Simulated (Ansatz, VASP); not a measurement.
## Two plane-wave programs on SiC

Contents of INCAR:

```
SYSTEM = SiC
PREC     = Accurate       ! precision mode
ENCUT    = 600            ! plane-wave cutoff, eV
EDIFF    = 1E-7           ! SCF threshold, eV
ISMEAR   = 0              ! smearing method
SIGMA    = 0.02           ! smearing width, eV
LREAL    = .FALSE.        ! projectors in reciprocal space
LASPH    = .TRUE.         ! aspherical terms in the spheres
NELM     = 120            ! most SCF steps
ALGO     = Normal         ! electronic algorithm
ISIF     = 3              ! what is computed and relaxed
LWAVE    = .FALSE.        ! write WAVECAR
LCHARG   = .FALSE.        ! write CHGCAR
IBRION   = 2              ! ionic algorithm
NSW      = 100            ! ionic steps
EDIFFG   = -0.002         ! ionic threshold
GGA_COMPAT= .FALSE.      
NELMIN   = 4
```

File KPOINTS:

```
regular mesh
0
G
  10 10 10
  0 0 0
```

POSCAR

```
SiC
1.0
    0.0000000000      2.1800000000      2.1800000000
    2.1800000000      0.0000000000      2.1800000000
    2.1800000000      2.1800000000      0.0000000000
Si C
1 1
Direct
    0.0000000000      0.0000000000      0.0000000000
    0.2500000000      0.2500000000      0.2500000000
```

Input for Ansatz:

```yaml
crystal:
  lattice:
    - [0.0, 2.18, 2.18]
    - [2.18, 0.0, 2.18]
    - [2.18, 2.18, 0.0]
  atoms:
    - { symbol: Si, position: [0.0, 0.0, 0.0] }
    - { symbol: C, position: [0.25, 0.25, 0.25] }
basis:
  ecutwfc: 420
kpoints:
  mp_grid: { grid: [10, 10, 10] }
hamiltonian:
  xc: lda
  pseudopotentials: { kind: paw, azcp: { folder: soft_1 } }
scf:
  occupations: { method: gaussian, width: 0.02 }
output:
  forces: true
  stress: true
  eigenvalues: true
relax:
  adjacent_minimum: "off"
  f_tol: 0.002
  max_steps: 80
  cell: { stress_tol: 0.02 }
```

Alike in both runs: task relaxation of cell and atoms; functional LDA; k mesh 10 × 10 × 10; occupations gaussian, width 0.02 eV; no spin polarisation.

|  | VASP | Ansatz |
| --- | --- | --- |
| version | VASP 6.6.1 | Ansatz 0.2.0 |
| potentials or method | VASP PAW LDA potentials, release 64 (Si, C), cutoff 600 eV | scalar-relativistic, plane waves, PAW |
| valence electrons in the cell | 8 | 8 |

```tsv
	VASP	Ansatz	Ansatz less VASP
gap on the k mesh at the Fermi level, each at its own relaxed structure (eV)	1.29	1.30	+0.011
relaxed volume (Å³/atom)	10.15	10.14	-0.011
relaxed cell length with the largest relative difference (Å)	3.062	3.061	-0.0011
```

Ansatz warns that its potentials were made for another functional, while VASP's fit it. LDA's correlation is that of Perdew and Zunger in VASP and of Perdew and Wang (1992) in Ansatz.
